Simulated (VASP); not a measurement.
Write the native input for VASP 6.6.1 that does the following.

```yaml
Task: single point
Functional: PBE
Potentials_or_basis: VASP PAW PBE potentials, release 64 (Si)
Cutoff: 520 eV
k_mesh: 11 × 11 × 11
Occupations: fermi-dirac, width 0.08 eV
Spin: no spin polarisation
Dipole_correction: no
Further_INCAR_settings: ALGO = Normal; EDIFF = 1e-06; NBANDS = 11
```

The structure of Si lies in POSCAR:

```
Si
1.0
    0.0000000000      2.7334537691      2.7334537691
    2.7334537691      0.0000000000      2.7334537691
    2.7334537691      2.7334537691      0.0000000000
Si
2
Direct
    0.5000000000      0.5000000000      0.5000000000
    0.7500000000      0.7500000000      0.7500000000
```

This cell differs from its parent crystal: volume scaled by 1.02.

These files were run (other wordings do the same):

INCAR

```
PREC = Accurate ; ENCUT = 520
EDIFF = 1E-6 ; ISMEAR = -1
SIGMA = 0.08 ; LREAL = F
LASPH = T ; NELM = 60
ALGO = Normal ; ISIF = 2
LWAVE = F ; LCHARG = F
GGA = PE ; NBANDS = 11
```

KPOINTS

```
Automatic mesh
0
Gamma
  11 11 11
```

Potentials or basis: VASP PAW PBE potentials, release 64 (Si).

Command:

```bash
$ cat potpaw_PBE.64/Si/POTCAR > POTCAR
$ mpirun -np 1 vasp_std > vasp.out
```

It gave:

The pressure is 0.1 GPa and the band gap on the k mesh is 0.63 eV, indirect (least direct gap 2.56 eV).

Wall time 30 s on 1 thread of Intel Xeon 8259CL, on a shared host, peak memory 0.17 GiB.
